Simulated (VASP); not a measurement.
# RbCl (Fm-3m) in VASP: a series of runs

The runs below take RbCl through single point, with PBE, HSE06.

Everything below comes from runs of VASP 6.6.1. Logs are shortened: lines on timing, memory, paths and dates and some standing lists are left out, and cuts for length are marked.

**1. The cell of the first run**

The structure is cubic, space group Fm-3m (No. 225). The conventional cell has a = 6.612 Å, b = 6.612 Å, c = 6.612 Å, α = 90.00°, β = 90.00°, γ = 90.00°. Within 4.3 Å of Rb (site symmetry m-3m) lie 6 Cl at 3.31 Å. Within 4.3 Å of Cl (site symmetry m-3m) lie 6 Rb at 3.31 Å.

**2. Single point, PBE**

File INCAR:

```
SYSTEM = RbCl
PREC = Accurate ; ENCUT = 500
EDIFF = 1E-6 ; ISMEAR = 0
SIGMA = 0.01 ; LREAL = .FALSE.
LASPH = .TRUE. ; NELM = 120
ALGO = Normal ; ISIF = 2
LWAVE = .FALSE. ; LCHARG = .FALSE.
GGA = PE ; NBANDS = 15
GGA_COMPAT = .FALSE.
```

File KPOINTS:

```
Automatic mesh
0
G
  6 6 6
  0 0 0
```

File POSCAR:

```
RbCl
1.0
    0.0000000000      3.3058128186      3.3058128186
    3.3058128186      0.0000000000      3.3058128186
    3.3058128186      3.3058128186      0.0000000000
Rb Cl
1 1
Direct
    0.0000000000      0.0000000000      0.0000000000
    0.5000000000      0.5000000000      0.5000000000
```

Potentials or basis: VASP PAW PBE potentials, release 64 (Rb_sv, Cl).

Command:

```console
cat potpaw_PBE.64/Rb_sv/POTCAR potpaw_PBE.64/Cl/POTCAR > POTCAR
mpirun -np 1 vasp_std > vasp.out
```

OUTCAR:

```text
SYSTEM = RbCl
   PREC = Accurate
   ENCUT = 500
   EDIFF = 1E-6
   ISMEAR = 0
   LREAL = .FALSE.
   LASPH = .TRUE.
   NELM = 120
   ISIF = 2
   GGA = PE

 ion  position               nearest neighbor table
   1  0.000  0.000  0.000-   2 3.31   2 3.31   2 3.31   2 3.31   2 3.31   2 3.31
   2  0.500  0.500  0.500-   1 3.31   1 3.31   1 3.31   1 3.31   1 3.31   1 3.31

  LATTYP: Found a face centered cubic cell.
 ALAT       =     6.6116256372

  Lattice vectors:

 A1 = (   0.0000000000,   3.3058128186,   3.3058128186)
 A2 = (   3.3058128186,   0.0000000000,   3.3058128186)
 A3 = (   3.3058128186,   3.3058128186,   0.0000000000)

Analysis of symmetry for initial positions (statically):
=====================================================================
 Subroutine PRICEL returns:
 Original cell was already a primitive cell.

 Routine SETGRP: Setting up the symmetry group for a
 face centered cubic supercell.

 Subroutine GETGRP returns: Found 48 space group operations
 (whereof 48 operations were pure point group operations)
 out of a pool of 48 trial point group operations.

The static configuration has the point symmetry O_h .

Analysis of symmetry for dynamics (positions and initial velocities):
=====================================================================
 Subroutine PRICEL returns:
 Original cell was already a primitive cell.

 Routine SETGRP: Setting up the symmetry group for a
 face centered cubic supercell.

 Subroutine GETGRP returns: Found 48 space group operations
 (whereof 48 operations were pure point group operations)
 out of a pool of 48 trial point group operations.

The dynamic configuration has the point symmetry O_h .

 Subroutine INISYM returns: Found 48 space group operations
 (whereof 48 operations are pure point group operations),
 and found     1 'primitive' translations

----------------------------------------------------------------------------------------

                                     Primitive cell

  volume of cell :      72.2545

  direct lattice vectors                    reciprocal lattice vectors
     0.000000000  3.305812819  3.305812819    -0.151248733  0.151248733  0.151248733
     3.305812819  0.000000000  3.305812819     0.151248733 -0.151248733  0.151248733
     3.305812819  3.305812819  0.000000000     0.151248733  0.151248733 -0.151248733

  length of vectors
     4.675125323  4.675125323  4.675125323     0.261970490  0.261970490  0.261970490

  position of ions in fractional coordinates (direct lattice)
     0.000000000  0.000000000  0.000000000
     0.500000000  0.500000000  0.500000000

  ion indices of the primitive-cell ions
   primitive index   ion index
                 1           1
                 2           2

----------------------------------------------------------------------------------------

 KPOINTS: Automatic mesh

Automatic generation of k-mesh.
 Grid dimensions read from file:
 generate k-points for:    6    6    6

 Generating k-lattice:

  Cartesian coordinates                     Fractional coordinates (reciprocal lattice)
    -0.025208122  0.025208122  0.025208122     0.166666667  0.000000000  0.000000000
     0.025208122 -0.025208122  0.025208122     0.000000000  0.166666667  0.000000000
     0.025208122  0.025208122 -0.025208122     0.000000000  0.000000000  0.166666667

  Length of vectors
     0.043661748  0.043661748  0.043661748

  Shift w.r.t. Gamma in fractional coordinates (k-lattice)
     0.000000000  0.000000000  0.000000000

 Subroutine IBZKPT returns following result:
 ===========================================

 Found     16 irreducible k-points:

 Following reciprocal coordinates:
            Coordinates               Weight
  0.000000  0.000000  0.000000      1.000000
  0.166667  0.000000  0.000000      8.000000
  0.333333  0.000000  0.000000      8.000000
  0.500000  0.000000  0.000000      4.000000
  0.166667  0.166667  0.000000      6.000000
  0.333333  0.166667  0.000000     24.000000
[... 8 lines left out ...]
 -0.333333  0.333333  0.166667     24.000000
 -0.333333  0.500000  0.166667     12.000000
   k-points           NKPTS =     16   k-points in BZ     NKDIM =     16   number of bands    NBANDS=     15
   number of dos      NEDOS =    301   number of ions     NIONS =      2
   total plane-waves  NPLWV =  46656
   dimension x,y,z NGX =    36 NGY =   36 NGZ =   36
   dimension x,y,z NGXF=    72 NGYF=   72 NGZF=   72
   ions per type =               1   1
   NGX,Y,Z   is equivalent  to a cutoff of  12.80, 12.80, 12.80 a.u.
   NGXF,Y,Z  is equivalent  to a cutoff of  25.60, 25.60, 25.60 a.u.
 SYSTEM =  RbCl
   PREC   = accura    normal or accurate (medium, high low for compatibility)
   ISTART =      0    job   : 0-new  1-cont  2-samecut
   ICHARG =      2    charge: 1-file 2-atom 10-const
   ISPIN  =      1    spin polarized calculation?
   LNONCOLLINEAR =      F non collinear calculations
   LSORBIT =      F    spin-orbit coupling
   LASPH  =      T    aspherical Exc in radial PAW
   ENCUT  =  500.0 eV  36.75 Ry    6.06 a.u.   8.52  8.52  8.52*2*pi/ulx,y,z
   NELM   =    120;   NELMIN=  2; NELMDL= -5     # of ELM steps
   EDIFF  = 0.1E-05   stopping-criterion for ELM
   LREAL  =      F    real-space projection
   EDIFFG = 0.1E-04   stopping-criterion for IOM
   NSW    =      0    number of steps for IOM
   IBRION =     -1    ionic relax: 0-MD 1-quasi-New 2-CG
   NFREE  =      0    steps in history (QN), initial steepest desc. (CG)
   ISIF   =      2    stress and relaxation
   ISYM   =      2    0-nonsym 1-usesym 2-fastsym
   POTIM  = 0.5000    time-step for ionic-motion
   TEBEG  =    0.0;   TEEND  =   0.0 temperature during run
   PSTRESS=    0.0 pullay stress
   NELECT =      16.0000    total number of electrons
   NUPDOWN=      -1.0000    fix difference up-down
   EMIN   =  10.00;   EMAX   =-10.00  energy-range for DOS
   EFERMI =   0.00;   METHOD = LEGACY
   ISMEAR =     0;   SIGMA  =   0.01  broadening in eV -4-tet -1-fermi 0-gaus
   EFERMI_NEDOS =   21; number of points for ismear=-14 and -15
   IALGO  =     38    algorithm
   IMIX   =      4    mixing-type and parameters
     AMIX     =   0.40;   BMIX     =  1.00
     AMIX_MAG =   1.60;   BMIX_MAG =  1.00
  volume/ion in A,a.u.               =      36.13       243.80
  Fermi-wavevector in a.u.,A,eV,Ry     =   0.990436  1.871653 13.346827  0.980964
  Thomas-Fermi vector in A             =   2.122107
   LORBIT       =      0    0 simple, 1 ext, 2 COOP (PROOUT), +10 PAW based schemes
   GGA     = PE    functional components
   LHFCALC =     F    Hartree Fock is set to
   AEXX    =    0.0000 exact exchange contribution
   IVDW    =     0    specifies the selected vdW correction
   LEPSILON=     F    determine dielectric tensor
   LRPA    =     F    only Hartree local field effects (RPA)
 non-spin polarized calculation
 Gauss-broadening in eV      SIGMA  =   0.01
  energy-cutoff  :      500.00
  volume of cell :       72.25
 maximum number of plane-waves:      1853
 NGX is ok and might be reduce to    36
   NGX = 17   NGY = 17   NGZ = 17

 number of electron      16.0000002 magnetization

 Free energy of the ion-electron system (eV)
  ---------------------------------------------------
  ext. energy  EPLUGINS =         0.00000000
  ---------------------------------------------------
  free energy    TOTEN  =        -6.66990362 eV

  energy without entropy =       -6.66990362  energy(sigma->0) =       -6.66990362

 E-fermi :  -1.8385     XC(G=0):  -7.2965

 val. band max:       -1.9291541060   @ k =   0.0000   0.0000   0.0000
 cond. band min:       3.0246314491   @ k =   0.0000   0.0000   0.0000
 fundamental gap:      4.9537855551
 Fermi energy:        -1.8384511881

 k-point     1 :       0.0000    0.0000    0.0000
  band No.  band energies     occupation
      1     -25.8845      2.00000
      2     -13.9151      2.00000
      3      -9.9334      2.00000
      4      -9.9334      2.00000
      5      -9.9334      2.00000
      6      -1.9292      2.00000
      7      -1.9292      2.00000
      8      -1.9292      2.00000
      9       3.0246      0.00000
     10       6.0552      0.00000
     11       6.0552      0.00000
     12       6.0552      0.00000
     13       7.0297      0.00000
     14       7.0297      0.00000
     15      10.1352      0.00000

 k-point     2 :       0.1667    0.0000    0.0000
  band No.  band energies     occupation
      1     -25.8808      2.00000
      2     -13.9297      2.00000
      3      -9.9365      2.00000
      4      -9.9365      2.00000
      5      -9.9275      2.00000
      6      -2.1788      2.00000
      7      -2.0154      2.00000
      8      -2.0154      2.00000
      9       3.6363      0.00000
     10       5.8826      0.00000
     11       6.3951      0.00000
     12       6.3951      0.00000
     13       7.4270      0.00000
     14       7.4270      0.00000
     15      11.1789      0.00000

 k-point     3 :       0.3333    0.0000    0.0000
  band No.  band energies     occupation
      1     -25.8734      2.00000
      2     -13.9587      2.00000
      3      -9.9425      2.00000
      4      -9.9425      2.00000
      5      -9.9160      2.00000
      6      -2.5923      2.00000
      7      -2.1785      2.00000
      8      -2.1785      2.00000
      9       4.9623      0.00000
     10       5.8627      0.00000
     11       7.3311      0.00000
     12       7.3311      0.00000
     13       8.4366      0.00000
     14       8.4366      0.00000
     15      10.8247      0.00000
[... 199 lines left out ...]
 k-point    15 :      -0.3333    0.3333    0.1667
  band No.  band energies     occupation
      1     -25.8664      2.00000
      2     -13.9181      2.00000
      3     -10.0651      2.00000
      4     -10.0586      2.00000
      5      -9.9253      2.00000
      6      -2.4590      2.00000
      7      -2.1937      2.00000
      8      -2.1897      2.00000
      9       5.7487      0.00000
     10       5.8118      0.00000
     11       7.5536      0.00000
     12       7.6288      0.00000
     13       9.0206      0.00000
     14       9.6052      0.00000
     15      10.0345      0.00000

 k-point    16 :      -0.3333    0.5000    0.1667
  band No.  band energies     occupation
      1     -25.8654      2.00000
      2     -13.8915      2.00000
      3     -10.1404      2.00000
      4     -10.0664      2.00000
      5      -9.9498      2.00000
      6      -2.2791      2.00000
      7      -2.2151      2.00000
      8      -2.1079      2.00000
      9       4.9724      0.00000
     10       6.5905      0.00000
     11       6.8120      0.00000
     12       7.8561      0.00000
     13       8.8692      0.00000
     14       9.7608      0.00000
     15      10.2565      0.00000

------------------------ aborting loop because EDIFF is reached ----------------------------------------

  FORCE on cell =-STRESS in cart. coord.  units (eV):
  Direction    XX          YY          ZZ          XY          YZ          ZX
  --------------------------------------------------------------------------------------
  -------------------------------------------------------------------------------------
  Total        0.2757749      0.2757749      0.2757749      0.0000000      0.0000000     -0.0000000
  in kB        6.1150573      6.1150573      6.1150573      0.0000000      0.0000000     -0.0000000
  external PRESSURE =       6.1150573 kB  Pullay stress =       0.0000000 kB

 VOLUME and BASIS-vectors are now :
 -----------------------------------------------------------------------------
  energy-cutoff  :      500.00
  volume of cell :       72.25
      direct lattice vectors                 reciprocal lattice vectors
     0.000000000  3.305812819  3.305812819    -0.151248733  0.151248733  0.151248733
     3.305812819  0.000000000  3.305812819     0.151248733 -0.151248733  0.151248733
     3.305812819  3.305812819  0.000000000     0.151248733  0.151248733 -0.151248733

 POSITION                                       TOTAL-FORCE (eV/Angst)
 -----------------------------------------------------------------------------------
      0.00000      0.00000      0.00000        -0.000000      0.000000      0.000000
      3.30581      3.30581      3.30581         0.000000     -0.000000     -0.000000
 -----------------------------------------------------------------------------------
    total drift:                                0.000000      0.000000      0.000000

  FREE ENERGIE OF THE ION-ELECTRON SYSTEM (eV)
  ---------------------------------------------------
  free  energy   TOTEN  =        -6.6699036150 eV

  energy  without entropy=       -6.6699036150  energy(sigma->0) =       -6.66990362
```

It took 22 s on 1 thread of Intel Xeon 8259CL, shared host; peak memory 0.2 GiB.

Results:

```
Free energy            : -6.6699 eV
Pressure               : 0.6 GPa
Band gap on the k mesh : 4.95 eV
```

**3. Single point, HSE06**

POSCAR is that of step 2.

File INCAR.step1:

```
  PREC = Accurate
  ENCUT = 400
  EDIFF = 1E-5
  ISMEAR = 0
  SIGMA = 0.01
  LREAL = False
  LASPH = True
  NELM = 120
  ALGO = Normal
  ISIF = 2
  LWAVE = True
  LCHARG = False
  NBANDS = 15
  GGA = PE
  GGA_COMPAT = False
```

File INCAR.step2:

```
  PREC = Accurate
  ENCUT = 400
  EDIFF = 1E-6
  ISMEAR = 0
  SIGMA = 0.01
  LREAL = False
  LASPH = True
  NELM = 120
  ALGO = Normal
  ISIF = 2
  LWAVE = False
  LCHARG = False
  GGA = PE
  LHFCALC = True
  HFSCREEN = 0.2079
  PRECFOCK = Normal
  NBANDS = 15
  ISTART = 1
  GGA_COMPAT = False
```

File KPOINTS:

```
Automatic mesh
0
Gamma
  4 4 4
```

Potentials or basis: VASP PAW PBE potentials, release 64 (Rb_sv, Cl).

Command:

```console
cat potpaw_PBE.64/Rb_sv/POTCAR potpaw_PBE.64/Cl/POTCAR > POTCAR
cp INCAR.step1 INCAR
mpirun -np 1 vasp_std > vasp.out
cp INCAR.step2 INCAR
mpirun -np 1 vasp_std > vasp.out
```

Wall time 5.6 min (1 thread of Intel Xeon 8259CL, shared host); peak memory 0.27 GiB.

The run converged. Its results:

```
Free energy            : -7.7416 eV
Pressure               : 0.3 GPa
Band gap on the k mesh : 6.25 eV
```

Levels at points of the mesh, in eV from the valence-band top:
| k point | band 4 | band 5 | band 6 | band 7 | band 8 | band 9 | band 10 | band 11 | band 12 | band 13 |
| --- | --- | --- | --- | --- | --- | --- | --- | --- | --- | --- |
| (0.00, 0.00, 0.00) | -8.40 | -8.40 | 0.00 | 0.00 | 0.00 | 6.25 | 9.39 | 9.39 | 9.39 | 10.46 |
| (0.50, 0.00, 0.00) | -8.41 | -8.37 | -0.86 | -0.34 | -0.34 | 8.99 | 9.31 | 11.66 | 11.66 | 12.76 |
| (0.50, 0.50, 0.00) | -8.50 | -8.50 | -0.34 | -0.11 | -0.11 | 7.50 | 9.45 | 11.00 | 11.63 | 11.94 |

Caveat: the PAW data sets were made with another functional, which shifts forces and pressure a little.
